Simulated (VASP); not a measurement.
Input of a VASP 6.6.1 run:

Contents of INCAR:

```
PREC = Accurate
ENCUT = 600
EDIFF = 1E-6
ISMEAR = -1
SIGMA = 0.1
LREAL = F
LASPH = T
NELM = 60
ALGO = Normal
ISIF = 3
LWAVE = F
LCHARG = F
GGA = PS
IBRION = 2
NSW = 80
EDIFFG = -0.01
```

The input KPOINTS:

```
regular mesh
0
Gamma
  13 13 13
```

Contents of POSCAR:

```
Rh
1.0
    2.4580591709      0.0000000000      0.0000000000
    0.0000000000      2.4580591709      0.0000000000
    0.0000000000      0.0000000000      2.4580591709
Rh
1
Direct
    0.0000000000      0.0000000000      0.0000000000
```

Potentials or basis: VASP PAW PBE potentials, release 64 (Rh_pv).

Launch:

```sh
$ cat potpaw_PBE.64/Rh_pv/POTCAR > POTCAR
$ mpirun -np 1 vasp_std > vasp.out
```

(1) Predict the relaxed cell.

(2) Estimate the space group after relaxing (to 0.05 Å).

Answers

(1) a = 2.500 Å, b = 2.500 Å, c = 2.500 Å, α = 90.00°, β = 90.00°, γ = 90.00°.

(2) Pm-3m (No. 221).
